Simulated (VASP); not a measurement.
# LiTa3O4 (P3m1) in VASP: single point with PBE

Aim: the single point of LiTa3O4 with PBE.

Program: VASP 6.6.1. These are calculated values, not measurements. Logs are shortened: lines on timing, memory, paths and dates and some standing lists are left out, and cuts for length are marked.

### Step 1. The cell of the first run

The structure is trigonal, space group P3m1 (No. 156). The conventional cell has a = 2.981 Å, b = 2.981 Å, c = 12.711 Å, α = 90.00°, β = 90.00°, γ = 120.00°. Li (site symmetry 3m) has 4 O at 1.92 to 1.93 Å within 2.5 Å. Within 2.7 Å of Ta (site symmetry 3m) lie 4 O at 2.00 to 2.19 Å. Within 2.7 Å of Ta (site symmetry 3m) lie 4 O at 2.03 to 2.15 Å. Within 2.4 Å of Ta (site symmetry 3m) lie 4 O at 1.83 to 2.24 Å. Within 2.6 Å of O (site symmetry 3m) lie 1 Li at 1.93 Å and 3 Ta at 2.15 Å. Within 2.7 Å of O (site symmetry 3m) lie 4 Ta at 2.00 to 2.24 Å. Within 2.4 Å of O (site symmetry 3m) lie 1 Ta at 1.83 Å and 3 Li at 1.92 Å. O (site symmetry 3m) has 4 Ta at 2.03 to 2.19 Å within 2.7 Å.

The cell was generated, and may not be a known phase.

### Step 2. Single point, PBE

INCAR reads:

```
  PREC = Accurate
  ENCUT = 880
  EDIFF = 1E-6
  ISMEAR = 0
  SIGMA = 0.2
  LREAL = F
  LASPH = T
  NELM = 120
  ALGO = Normal
  ISIF = 2
  LWAVE = F
  LCHARG = F
  GGA = PE
  NBANDS = 43
  GGA_COMPAT = F
```

KPOINTS reads:

```
Automatic mesh
0
Gamma
  6 6 2
```

POSCAR reads:

```
LiTa3O4
1.0
    2.9813202243      0.0000000026      0.0000000000
   -1.4906601144      2.5818990497      0.0000000000
    0.0000000000      0.0000000000     12.7113187748
Li Ta O
1 3 4
Direct
    0.0000000000      0.0000000000      0.7528258414
    0.0000000000      0.0000000000      0.2724041517
    0.3333333333      0.6666666667      0.0055980289
    0.3333333333      0.6666666667      0.5427875033
    0.0000000000      0.0000000000      0.9045662291
    0.0000000000      0.0000000000      0.4300197863
    0.3333333333      0.6666666667      0.6865475494
    0.3333333333      0.6666666667      0.1652508999
```

Potentials or basis: VASP PAW PBE potentials, release 64 (Li_sv, Ta_sv_GW, O).

Launch:

```console
> cat potpaw_PBE.64/Li_sv/POTCAR potpaw_PBE.64/Ta_sv_GW/POTCAR potpaw_PBE.64/O/POTCAR > POTCAR
> mpirun -np 1 vasp_std > vasp.out
```

OUTCAR:

```text
PREC = Accurate
   ENCUT = 880
   EDIFF = 1E-6
   ISMEAR = 0
   LREAL = F
   LASPH = T
   NELM = 120
   ISIF = 2
   GGA = PE

 ion  position               nearest neighbor table
   1  0.000  0.000  0.753-   7 1.92   7 1.92   7 1.92   5 1.93
   2  0.000  0.000  0.272-   6 2.00   8 2.19   8 2.19   8 2.19
   3  0.333  0.667  0.006-   8 2.03   5 2.15   5 2.15   5 2.15
   4  0.333  0.667  0.543-   7 1.83   6 2.24   6 2.24   6 2.24
   5  0.000  0.000  0.905-   1 1.93   3 2.15   3 2.15   3 2.15
   6  0.000  0.000  0.430-   2 2.00   4 2.24   4 2.24   4 2.24
   7  0.333  0.667  0.687-   4 1.83   1 1.92   1 1.92   1 1.92
   8  0.333  0.667  0.165-   3 2.03   2 2.19   2 2.19   2 2.19

  LATTYP: Found a hexagonal cell.
 ALAT       =     2.9813202243
 C/A-ratio  =     4.2636542936

  Lattice vectors:

 A1 = (   2.9813202243,   0.0000000026,   0.0000000000)
 A2 = (  -1.4906601144,   2.5818990497,   0.0000000000)
 A3 = (   0.0000000000,   0.0000000000,  12.7113187748)

Analysis of symmetry for initial positions (statically):
=====================================================================
 Subroutine PRICEL returns:
 Original cell was already a primitive cell.

 Routine SETGRP: Setting up the symmetry group for a
 hexagonal supercell.

 Subroutine GETGRP returns: Found  6 space group operations
 (whereof  6 operations were pure point group operations)
 out of a pool of 24 trial point group operations.

The static configuration has the point symmetry C_3v.

Analysis of symmetry for dynamics (positions and initial velocities):
=====================================================================
 Subroutine PRICEL returns:
 Original cell was already a primitive cell.

 Routine SETGRP: Setting up the symmetry group for a
 hexagonal supercell.

 Subroutine GETGRP returns: Found  6 space group operations
 (whereof  6 operations were pure point group operations)
 out of a pool of 24 trial point group operations.

The dynamic configuration has the point symmetry C_3v.

 Subroutine INISYM returns: Found  6 space group operations
 (whereof  6 operations are pure point group operations),
 and found     1 'primitive' translations

----------------------------------------------------------------------------------------

                                     Primitive cell

  volume of cell :      97.8450

  direct lattice vectors                    reciprocal lattice vectors
     2.981320224  0.000000003  0.000000000     0.335421868  0.193655906  0.000000000
    -1.490660114  2.581899050  0.000000000    -0.000000000  0.387311812  0.000000000
     0.000000000  0.000000000 12.711318775     0.000000000  0.000000000  0.078670043

  length of vectors
     2.981320224  2.981320224 12.711318775     0.387311812  0.387311812  0.078670043

  position of ions in fractional coordinates (direct lattice)
     0.000000000  0.000000000  0.752825841
     0.000000000  0.000000000  0.272404152
     0.333333333  0.666666667  0.005598029
     0.333333333  0.666666667  0.542787503
     0.000000000  0.000000000  0.904566229
     0.000000000  0.000000000  0.430019786
     0.333333333  0.666666667  0.686547549
     0.333333333  0.666666667  0.165250900

  ion indices of the primitive-cell ions
   primitive index   ion index
                 1           1
                 2           2
                 3           3
                 4           4
                 5           5
                 6           6
                 7           7
                 8           8

----------------------------------------------------------------------------------------

 KPOINTS: Automatic mesh

Automatic generation of k-mesh.
 Grid dimensions read from file:
 generate k-points for:    6    6    2

 Generating k-lattice:

  Cartesian coordinates                     Fractional coordinates (reciprocal lattice)
     0.055903645  0.032275984  0.000000000     0.166666667 -0.000000000  0.000000000
    -0.000000000  0.064551969  0.000000000     0.000000000  0.166666667  0.000000000
     0.000000000  0.000000000  0.039335022     0.000000000  0.000000000  0.500000000

  Length of vectors
     0.064551969  0.064551969  0.039335022

  Shift w.r.t. Gamma in fractional coordinates (k-lattice)
     0.000000000  0.000000000  0.000000000

 Subroutine IBZKPT returns following result:
 ===========================================

 Found     14 irreducible k-points:

 Following reciprocal coordinates:
            Coordinates               Weight
  0.000000  0.000000  0.000000      1.000000
  0.166667  0.000000  0.000000      6.000000
  0.333333 -0.000000  0.000000      6.000000
  0.500000  0.000000  0.000000      3.000000
  0.166667  0.166667  0.000000      6.000000
  0.333333  0.166667  0.000000     12.000000
  0.333333  0.333333  0.000000      2.000000
  0.000000  0.000000  0.500000      1.000000
  0.166667  0.000000  0.500000      6.000000
  0.333333 -0.000000  0.500000      6.000000
  0.500000  0.000000  0.500000      3.000000
  0.166667  0.166667  0.500000      6.000000
  0.333333  0.166667  0.500000     12.000000
  0.333333  0.333333  0.500000      2.000000
   k-points           NKPTS =     14   k-points in BZ     NKDIM =     14   number of bands    NBANDS=     43
   number of dos      NEDOS =    301   number of ions     NIONS =      8
   total plane-waves  NPLWV = 113400
   dimension x,y,z NGX =    30 NGY =   30 NGZ =  126
   dimension x,y,z NGXF=    60 NGYF=   60 NGZF=  252
   ions per type =               1   3   4
   NGX,Y,Z   is equivalent  to a cutoff of  16.73, 16.73, 16.48 a.u.
   NGXF,Y,Z  is equivalent  to a cutoff of  33.46, 33.46, 32.96 a.u.
 SYSTEM =  unknown system
   PREC   = accura    normal or accurate (medium, high low for compatibility)
   ISTART =      0    job   : 0-new  1-cont  2-samecut
   ICHARG =      2    charge: 1-file 2-atom 10-const
   ISPIN  =      1    spin polarized calculation?
   LNONCOLLINEAR =      F non collinear calculations
   LSORBIT =      F    spin-orbit coupling
   LASPH  =      T    aspherical Exc in radial PAW
   ENCUT  =  880.0 eV  64.68 Ry    8.04 a.u.   7.21  7.21 30.75*2*pi/ulx,y,z
   NELM   =    120;   NELMIN=  2; NELMDL= -5     # of ELM steps
   EDIFF  = 0.1E-05   stopping-criterion for ELM
   LREAL  =      F    real-space projection
   EDIFFG = 0.1E-04   stopping-criterion for IOM
   NSW    =      0    number of steps for IOM
   IBRION =     -1    ionic relax: 0-MD 1-quasi-New 2-CG
   NFREE  =      0    steps in history (QN), initial steepest desc. (CG)
   ISIF   =      2    stress and relaxation
   ISYM   =      2    0-nonsym 1-usesym 2-fastsym
   POTIM  = 0.5000    time-step for ionic-motion
   TEBEG  =    0.0;   TEEND  =   0.0 temperature during run
   PSTRESS=    0.0 pullay stress
   NELECT =      66.0000    total number of electrons
   NUPDOWN=      -1.0000    fix difference up-down
   EMIN   =  10.00;   EMAX   =-10.00  energy-range for DOS
   EFERMI =   0.00;   METHOD = LEGACY
   ISMEAR =     0;   SIGMA  =   0.20  broadening in eV -4-tet -1-fermi 0-gaus
   EFERMI_NEDOS =   21; number of points for ismear=-14 and -15
   IALGO  =     38    algorithm
   IMIX   =      4    mixing-type and parameters
     AMIX     =   0.40;   BMIX     =  1.00
     AMIX_MAG =   1.60;   BMIX_MAG =  1.00
  volume/ion in A,a.u.               =      12.23        82.54
  Fermi-wavevector in a.u.,A,eV,Ry     =   1.435743  2.713160 28.046470  2.061357
  Thomas-Fermi vector in A             =   2.555008
   LORBIT       =      0    0 simple, 1 ext, 2 COOP (PROOUT), +10 PAW based schemes
   GGA     = PE    functional components
   LHFCALC =     F    Hartree Fock is set to
   AEXX    =    0.0000 exact exchange contribution
   IVDW    =     0    specifies the selected vdW correction
   LEPSILON=     F    determine dielectric tensor
   LRPA    =     F    only Hartree local field effects (RPA)
 non-spin polarized calculation
 Gauss-broadening in eV      SIGMA  =   0.20
  energy-cutoff  :      880.00
  volume of cell :       97.84
 maximum number of plane-waves:      5823
 NGX is ok and might be reduce to    30
   NGX = 15   NGY = 15   NGZ = 61

 number of electron      65.9999996 magnetization

 Free energy of the ion-electron system (eV)
  ---------------------------------------------------
  ext. energy  EPLUGINS =         0.00000000
  ---------------------------------------------------
  free energy    TOTEN  =       -79.46247662 eV

  energy without entropy =      -79.35255561  energy(sigma->0) =      -79.40751612

 E-fermi :   8.0569     XC(G=0): -11.7046

 val. band max:        7.9992446463   @ k =   0.3333   0.3333   0.5000
 cond. band min:       8.0658946841   @ k =   0.3333   0.1667   0.5000
 fundamental gap:      0.0666500378
 Fermi energy:         8.0569316378

 k-point     1 :       0.0000    0.0000    0.0000
  band No.  band energies     occupation
      1     -60.7948      2.00000
      2     -60.7277      2.00000
      3     -60.6257      2.00000
      4     -36.5353      2.00000
      5     -27.6430      2.00000
      6     -27.5396      2.00000
[... 35 lines left out ...]
     42      12.0311      0.00000
     43      12.1216      0.00000

 k-point     2 :       0.1667    0.0000    0.0000
  band No.  band energies     occupation
      1     -60.7801      2.00000
      2     -60.7129      2.00000
      3     -60.6108      2.00000
      4     -36.5294      2.00000
      5     -27.5985      2.00000
      6     -27.5070      2.00000
[... 35 lines left out ...]
     42      11.7317      0.00000
     43      12.2870      0.00000

 k-point     3 :       0.3333   -0.0000    0.0000
  band No.  band energies     occupation
      1     -60.7504      2.00000
      2     -60.6831      2.00000
      3     -60.5809      2.00000
      4     -36.5174      2.00000
      5     -27.5103      2.00000
      6     -27.4515      2.00000
[... 459 lines left out ...]
      6     -27.4725      2.00000
[... 35 lines left out ...]
     42      13.2519      0.00000
     43      13.3963      0.00000

 k-point    14 :       0.3333    0.3333    0.5000
  band No.  band energies     occupation
      1     -60.7280      2.00000
      2     -60.6607      2.00000
      3     -60.5583      2.00000
      4     -36.5085      2.00000
      5     -27.4204      2.00000
      6     -27.4136      2.00000
[... 35 lines left out ...]
     42      12.9323      0.00000
     43      12.9625      0.00000

------------------------ aborting loop because EDIFF is reached ----------------------------------------

  FORCE on cell =-STRESS in cart. coord.  units (eV):
  Direction    XX          YY          ZZ          XY          YZ          ZX
  --------------------------------------------------------------------------------------
  -------------------------------------------------------------------------------------
  Total       -0.1343008     -0.1343008      0.3663334     -0.0000000     -0.0000000      0.0000000
  in kB       -2.1991286     -2.1991286      5.9985820     -0.0000000     -0.0000000      0.0000000
  external PRESSURE =       0.5334416 kB  Pullay stress =       0.0000000 kB

 VOLUME and BASIS-vectors are now :
 -----------------------------------------------------------------------------
  energy-cutoff  :      880.00
  volume of cell :       97.84
      direct lattice vectors                 reciprocal lattice vectors
     2.981320224  0.000000003  0.000000000     0.335421868  0.193655906  0.000000000
    -1.490660114  2.581899050  0.000000000    -0.000000000  0.387311812  0.000000000
     0.000000000  0.000000000 12.711318775     0.000000000  0.000000000  0.078670043

 POSITION                                       TOTAL-FORCE (eV/Angst)
 -----------------------------------------------------------------------------------
      0.00000      0.00000      9.56941         0.000000     -0.000000      0.054185
      0.00000      0.00000      3.46262         0.000000     -0.000000      0.065249
     -0.00000      1.72127      0.07116         0.000000     -0.000000      0.036043
     -0.00000      1.72127      6.89954        -0.000000      0.000000     -0.148745
      0.00000      0.00000     11.49823         0.000000     -0.000000     -0.048824
      0.00000      0.00000      5.46612         0.000000     -0.000000      0.017707
     -0.00000      1.72127      8.72692        -0.000000     -0.000000      0.044880
     -0.00000      1.72127      2.10056         0.000000     -0.000000     -0.020494
 -----------------------------------------------------------------------------------
    total drift:                                0.000001     -0.000001      0.000535

  FREE ENERGIE OF THE ION-ELECTRON SYSTEM (eV)
  ---------------------------------------------------
  free  energy   TOTEN  =       -79.4624766207 eV

  energy  without entropy=      -79.3525556130  energy(sigma->0) =      -79.40751612
```

It took 4.1 min on 1 thread of AMD EPYC 9R45 (Zen 5), shared host; peak memory 0.36 GiB.

Results:

| Property | Result |
| --- | --- |
| Free energy | -79.4625 eV |
| Pressure | 0.1 GPa |
| Largest force | 0.149 eV/Å |
| Band gap on the k mesh | zero (bands 33 and 34 overlap by 0.97 eV) |

Forces in eV/Å, atoms in the order of the input:
```
Li   0.000  0.000  0.054
Ta   0.000  0.000  0.065
Ta   0.000  0.000  0.036
Ta   0.000  0.000 -0.149
O    0.000  0.000 -0.049
O    0.000  0.000  0.018
O    0.000  0.000  0.045
O    0.000  0.000 -0.020
```

Caveat: the k points lie up to 0.41 Å⁻¹ apart, too coarse for converged energies and pressures of a metal; spin-orbit coupling is left out, which moves the levels of the heavy elements.

The gap in the log of VASP goes by the Fermi energy; the results here count the filled bands.